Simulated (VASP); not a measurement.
# AlN (P6_3mc) in VASP: a series of runs, part 2 of 2

VASP 6.6.1. Earlier steps stand in the parts before.

## (3) Single point, PBEsol (strain +0.080 along x and y, +0.040 along z)

INCAR reads:

```
SYSTEM = AlN
PREC = Accurate
ENCUT = 600
EDIFF = 1E-6
ISMEAR = 0
SIGMA = 0.05
LREAL = .False.
LASPH = .True.
NELM = 120
ALGO = Normal
ISIF = 2
LWAVE = .False.
LCHARG = .False.
GGA = PS
NBANDS = 16
GGA_COMPAT = .False.
```

KPOINTS reads:

```
regular mesh
0
Gamma
  12 12 6
  0 0 0
```

POSCAR reads:

```
AlN
1.0
    3.3627880581      0.0000000000      0.0000000000
   -1.6813940290      2.9122598858      0.0000000000
    0.0000000000      0.0000000000      5.1827532083
Al N
2 2
Direct
    0.3333333333      0.6666666667      0.0015080761
    0.6666666667      0.3333333333      0.5015080761
    0.3333333333      0.6666666667      0.3834919239
    0.6666666667      0.3333333333      0.8834919239
```

Potentials or basis: VASP PAW PBE potentials, release 64 (Al, N).

Run with:

```
> cat potpaw_PBE.64/Al/POTCAR potpaw_PBE.64/N/POTCAR > POTCAR
> mpirun -np 1 vasp_std > vasp.out
```

OUTCAR:

```text
SYSTEM = AlN
   PREC = Accurate
   ENCUT = 600
   EDIFF = 1E-6
   ISMEAR = 0
   LREAL = .False.
   LASPH = .True.
   NELM = 120
   ISIF = 2
   GGA = PS

 ion  position               nearest neighbor table
   1  0.333  0.667  0.002-   3 1.98   4 2.04   4 2.04   4 2.04   2 3.24   2 3.24   2 3.24   2 3.24
                             2 3.24   2 3.24
   2  0.667  0.333  0.502-   4 1.98   3 2.04   3 2.04   3 2.04   1 3.24   1 3.24   1 3.24   1 3.24
                             1 3.24   1 3.24
   3  0.333  0.667  0.383-   1 1.98   2 2.04   2 2.04   2 2.04
   4  0.667  0.333  0.883-   2 1.98   1 2.04   1 2.04   1 2.04

  LATTYP: Found a hexagonal cell.
 ALAT       =     3.3627880581
 C/A-ratio  =     1.5412072122

  Lattice vectors:

 A1 = (   3.3627880581,   0.0000000000,   0.0000000000)
 A2 = (  -1.6813940290,   2.9122598858,   0.0000000000)
 A3 = (   0.0000000000,   0.0000000000,   5.1827532083)

Analysis of symmetry for initial positions (statically):
=====================================================================
 Subroutine PRICEL returns:
 Original cell was already a primitive cell.

 Routine SETGRP: Setting up the symmetry group for a
 hexagonal supercell.

 Subroutine GETGRP returns: Found 12 space group operations
 (whereof  6 operations were pure point group operations)
 out of a pool of 24 trial point group operations.

The static configuration has the point symmetry C_3v.
 The point group associated with its full space group is C_6v.

Analysis of symmetry for dynamics (positions and initial velocities):
=====================================================================
 Subroutine PRICEL returns:
 Original cell was already a primitive cell.

 Routine SETGRP: Setting up the symmetry group for a
 hexagonal supercell.

 Subroutine GETGRP returns: Found 12 space group operations
 (whereof  6 operations were pure point group operations)
 out of a pool of 24 trial point group operations.

The dynamic configuration has the point symmetry C_3v.
[... 127 lines left out ...]
  Thomas-Fermi vector in A             =   2.250762
   LORBIT       =      0    0 simple, 1 ext, 2 COOP (PROOUT), +10 PAW based schemes
   GGA     = PS    functional components
   LHFCALC =     F    Hartree Fock is set to
   AEXX    =    0.0000 exact exchange contribution
   IVDW    =     0    specifies the selected vdW correction
   LEPSILON=     F    determine dielectric tensor
   LRPA    =     F    only Hartree local field effects (RPA)
 non-spin polarized calculation
 Gauss-broadening in eV      SIGMA  =   0.05
  energy-cutoff  :      600.00
  volume of cell :       50.76
 maximum number of plane-waves:      1725
 NGX is ok and might be reduce to    28
   NGX = 13   NGY = 13   NGZ = 21

 number of electron      16.0000001 magnetization

 Free energy of the ion-electron system (eV)
  ---------------------------------------------------
  ext. energy  EPLUGINS =         0.00000000
  ---------------------------------------------------
  free energy    TOTEN  =       -30.40211944 eV

  energy without entropy =      -30.40211944  energy(sigma->0) =      -30.40211944

 E-fermi :   4.6204     XC(G=0): -10.2822

 val. band max:        4.4085314703   @ k =   0.0000   0.0000   0.0000
 cond. band min:       6.8714539529   @ k =   0.0000   0.0000   0.0000
 fundamental gap:      2.4629224826
 Fermi energy:         4.6203911670

 k-point     1 :       0.0000    0.0000    0.0000
  band No.  band energies     occupation
      1      -9.7498      2.00000
      2      -7.9927      2.00000
      3      -0.8153      2.00000
      4       3.4320      2.00000
      5       3.4320      2.00000
      6       4.1340      2.00000
[... 433 lines left out ...]
      3      -0.0662      2.00000
      4       0.7979      2.00000
      5       1.4286      2.00000
      6       2.6538      2.00000
[... 8 lines left out ...]
     15      14.9773      0.00000
     16      16.4660      0.00000

 [... further k-points ...]

------------------------ aborting loop because EDIFF is reached ----------------------------------------

  FORCE on cell =-STRESS in cart. coord.  units (eV):
  Direction    XX          YY          ZZ          XY          YZ          ZX
  --------------------------------------------------------------------------------------
  -------------------------------------------------------------------------------------
  Total       -9.5220195     -9.5220195     -6.3194773     -0.0000000      0.0000000     -0.0000000
  in kB     -300.5726741   -300.5726741   -199.4810225     -0.0000000      0.0000000     -0.0000000
  external PRESSURE =    -266.8754569 kB  Pullay stress =       0.0000000 kB

 VOLUME and BASIS-vectors are now :
 -----------------------------------------------------------------------------
  energy-cutoff  :      600.00
  volume of cell :       50.76
      direct lattice vectors                 reciprocal lattice vectors
     3.362788058  0.000000000  0.000000000     0.297372294  0.171687974  0.000000000
    -1.681394029  2.912259886  0.000000000     0.000000000  0.343375948  0.000000000
     0.000000000  0.000000000  5.182753208     0.000000000  0.000000000  0.192947640

 POSITION                                       TOTAL-FORCE (eV/Angst)
 -----------------------------------------------------------------------------------
     -0.00000      1.94151      0.00782        -0.000000     -0.000000     -0.070919
      1.68139      0.97075      2.59919         0.000000      0.000000     -0.070919
     -0.00000      1.94151      1.98754        -0.000000     -0.000000      0.070919
      1.68139      0.97075      4.57892         0.000000      0.000000      0.070919
 -----------------------------------------------------------------------------------
    total drift:                               -0.000000      0.000000     -0.000470

  FREE ENERGIE OF THE ION-ELECTRON SYSTEM (eV)
  ---------------------------------------------------
  free  energy   TOTEN  =       -30.4021194371 eV

  energy  without entropy=      -30.4021194371  energy(sigma->0) =      -30.40211944
```

OSZICAR:

```text
N       E                     dE             d eps       ncg     rms          rms(c)
DAV:   1     0.451103746270E+02    0.45110E+02   -0.76952E+03  2432   0.983E+02
DAV:   2    -0.297021224934E+02   -0.74812E+02   -0.67871E+02  3504   0.190E+02
DAV:   3    -0.342280757233E+02   -0.45260E+01   -0.45065E+01  3112   0.500E+01
DAV:   4    -0.342618017349E+02   -0.33726E-01   -0.33722E-01  3024   0.467E+00
DAV:   5    -0.342622743321E+02   -0.47260E-03   -0.47260E-03  3112   0.552E-01    0.106E+01
DAV:   6    -0.304557004998E+02    0.38066E+01   -0.95589E+00  3048   0.223E+01    0.387E+00
DAV:   7    -0.304438536277E+02    0.11847E-01   -0.52271E-01  2496   0.523E+00    0.265E+00
DAV:   8    -0.304103451364E+02    0.33508E-01   -0.12106E-01  2752   0.306E+00    0.929E-01
DAV:   9    -0.304017501358E+02    0.85950E-02   -0.19080E-02  3040   0.109E+00    0.311E-01
DAV:  10    -0.304023110591E+02   -0.56092E-03   -0.29864E-03  3008   0.367E-01    0.216E-01
DAV:  11    -0.304021208160E+02    0.19024E-03   -0.30692E-04  3096   0.135E-01    0.450E-02
DAV:  12    -0.304021204314E+02    0.38454E-06   -0.11732E-05  2728   0.284E-02    0.156E-02
DAV:  13    -0.304021193580E+02    0.10735E-05   -0.49442E-06  3144   0.174E-02    0.232E-03
DAV:  14    -0.304021194371E+02   -0.79130E-07   -0.19288E-07  1392   0.357E-03
   1 F= -.30402119E+02 E0= -.30402119E+02  d E =-.522622E-12
```

stdout:

```text
POSCAR found type information on POSCAR AlN
 POSCAR found :  2 types and       4 ions
 scaLAPACK will be used
 -----------------------------------------------------------------------------
|                                                                             |
|                                                                             |
|     You enforced a specific xc type in the INCAR file but a different       |
|     I HOPE YOU KNOW WHAT YOU ARE DOING!                                     |
|                                                                             |
 -----------------------------------------------------------------------------

 LDA part: xc-table for (Slater+PW92), standard interpolation
 POSCAR, INCAR and KPOINTS ok, starting setup
 FFT: planning ... GRIDC
 FFT: planning ... GRID_SOFT
 FFT: planning ... GRID
 WAVECAR not read
 entering main loop
```

Wall time 32 s (1 thread of Intel Xeon 6975P-C (Granite Rapids), shared host); peak memory 0.2 GiB.

What came out:

```yaml
Free_energy: -30.4021 eV
Pressure: -26.7 GPa
Largest_force: 0.071 eV/Å
Band_gap_on_the_k_mesh: 2.46 eV
```

Forces in eV/Å, atoms in the order of the input:
```
Al   0.000  0.000 -0.071
Al   0.000  0.000 -0.071
N    0.000  0.000  0.071
N    0.000  0.000  0.071
```

Caveat: the cell differs from its parent crystal (strain +0.080 along x and y, +0.040 along z); the cell stands under tension; the PAW data sets were made with another functional, which shifts forces and pressure a little. A k mesh can miss the band edges.

## (4) Single point, PBEsol (strain +0.080 along x and y, +0.080 along z)

INCAR reads:

```
PREC     = Accurate       # precision mode
ENCUT    = 600            # plane-wave cutoff, eV
EDIFF    = 1E-6           # SCF threshold, eV
ISMEAR   = 0              # smearing method
SIGMA    = 0.05           # smearing width, eV
LREAL    = False          # projectors in reciprocal space
LASPH    = True           # aspherical terms in the spheres
NELM     = 120            # most SCF steps
ALGO     = Normal         # electronic algorithm
ISIF     = 2              # what is computed and relaxed
LWAVE    = False          # write WAVECAR
LCHARG   = False          # write CHGCAR
GGA      = PS             # functional
NBANDS   = 16             # bands
GGA_COMPAT= False
```

KPOINTS reads:

```
regular mesh
0
Gamma
  12 12 6
```

Changes to POSCAR since step 3:

```diff
@@ -4,3 +4,3 @@
    -1.6813940290      2.9122598858      0.0000000000
-    0.0000000000      0.0000000000      5.1827532083
+    0.0000000000      0.0000000000      5.3820898701
 Al N
```

Run with:

```
> cat potpaw_PBE.64/Al/POTCAR potpaw_PBE.64/N/POTCAR > POTCAR
> mpirun -np 1 vasp_std > vasp.out
```

It took 36 s on 1 thread of Intel Xeon 6975P-C (Granite Rapids), shared host; peak memory 0.21 GiB.

Results (log left out):

```yaml
Free_energy: -30.1074 eV
Pressure: -29.6 GPa
Largest_force: 0.069 eV/Å
Band_gap_on_the_k_mesh: 2.24 eV
```

Forces on the atoms (eV/Å):
```
Al   0.000  0.000  0.069
Al   0.000  0.000  0.069
N    0.000  0.000 -0.069
N    0.000  0.000 -0.069
```

Stress tensor (GPa, compression positive):
```
-30.25   0.00   0.00
  0.00 -30.25   0.00
  0.00   0.00 -28.31
```

Levels at points of the mesh, in eV from the valence-band top:
| k point | band 6 | band 7 | band 8 | band 9 | band 10 | band 11 |
| --- | --- | --- | --- | --- | --- | --- |
| (0.00, 0.00, 0.00) | -0.18 | -0.18 | 0.00 | 2.24 | 4.68 | 8.76 |
| (0.50, 0.00, 0.00) | -1.80 | -1.48 | -0.63 | 4.90 | 5.11 | 6.23 |
| (0.00, 0.00, 0.50) | -0.48 | -0.48 | -0.48 | 4.52 | 4.52 | 8.45 |
| (0.50, 0.00, 0.50) | -1.28 | -1.18 | -1.18 | 4.39 | 4.39 | 7.68 |

Caveat: the cell differs from its parent crystal (strain +0.080 along x and y, +0.080 along z); the cell stands under tension; the PAW data sets were made with another functional, which shifts forces and pressure a little.

## (5) Single point, PBEsol (strain -0.080 along x and y, -0.080 along z)

INCAR reads:

```
SYSTEM = AlN
PREC = Accurate
ENCUT = 600
EDIFF = 1E-6
ISMEAR = 0
SIGMA = 0.05
LREAL = .False.
LASPH = .True.
NELM = 120
ALGO = Normal
ISIF = 2
LWAVE = .False.
LCHARG = .False.
GGA = PS
NBANDS = 16
GGA_COMPAT = .False.
```

KPOINTS reads:

```
Automatic mesh
0
Gamma
  12 12 6
  0 0 0
```

POSCAR reads:

```
AlN
1.0
    2.8645972347      0.0000000000      0.0000000000
   -1.4322986173      2.4808139768      0.0000000000
    0.0000000000      0.0000000000      4.5847432227
Al N
2 2
Direct
    0.3333333333      0.6666666667      0.0015080761
    0.6666666667      0.3333333333      0.5015080761
    0.3333333333      0.6666666667      0.3834919239
    0.6666666667      0.3333333333      0.8834919239
```

Run with:

```
> cat potpaw_PBE.64/Al/POTCAR potpaw_PBE.64/N/POTCAR > POTCAR
> mpirun -np 1 vasp_std > vasp.out
```

Wall time 35 s (1 thread of Intel Xeon 8259CL, shared host); peak memory 0.18 GiB.

It converged, with:

| Quantity | Value |
| --- | --- |
| Free energy | -29.3698 eV |
| Pressure | 82.1 GPa |
| Largest force | 0.142 eV/Å |
| Band gap on the k mesh | 4.93 eV (least direct gap 6.47 eV) |

Forces on the atoms (eV/Å):
```
Al   0.000  0.000 -0.142
Al   0.000  0.000 -0.142
N    0.000  0.000  0.142
N    0.000  0.000  0.142
```

Stress tensor (GPa, compression positive):
```
84.14  0.00  0.00
 0.00 84.14  0.00
 0.00  0.00 78.06
```

Levels at points of the mesh, in eV from the valence-band top:
```
           k point  band 5  band 6  band 7  band 8  band 9  band 10  band 11  band 12
(0.00, 0.00, 0.00)   -0.99   -0.29   -0.29    0.00    6.47     8.85    12.66    12.83
(0.50, 0.00, 0.00)   -4.00   -2.45   -2.18   -0.76    6.15     6.55    10.31    12.01
(0.00, 0.00, 0.50)   -0.65   -0.65   -0.65   -0.65    8.66     8.66    12.37    12.37
(0.50, 0.00, 0.50)   -1.70   -1.70   -1.62   -1.62    6.00     6.00    10.68    10.68
```

Caveat: the cell differs from its parent crystal (strain -0.080 along x and y, -0.080 along z); the cell stands under pressure; the PAW data sets were made with another functional, which shifts forces and pressure a little. A k mesh can miss the band edges.

## (6) Overview

| cell | gap on the mesh (eV) | pressure (GPa) | largest force (eV/Å) |
| --- | --- | --- | --- |
| a = 3.238, b = 3.238, c = 5.382 Å, angles 90.0, 90.0, 120.0°, 4 atoms | 2.87 | -22.8 | 0.14 |
| a = 3.363, b = 3.363, c = 5.183 Å, angles 90.0, 90.0, 120.0°, 4 atoms | 2.46 | -26.7 | 0.07 |
| a = 3.363, b = 3.363, c = 5.382 Å, angles 90.0, 90.0, 120.0°, 4 atoms | 2.24 | -29.6 | 0.07 |
| a = 2.865, b = 2.865, c = 4.585 Å, angles 90.0, 90.0, 120.0°, 4 atoms | 4.93 | 82.1 | 0.14 |

Alike in all rows: task single point; level PBEsol; potentials or basis VASP PAW PBE potentials, release 64 (Al, N); no spin polarisation; k mesh 12 × 12 × 6; cutoff (eV) 600; smearing gaussian 0.05 eV.

Caveats: the PAW data sets were made with another functional, which shifts forces and pressure a little; the cell stands under tension (at least some runs); the cell stands under pressure (at least some runs).

Absolute energies hang on the potentials; compare differences alone.
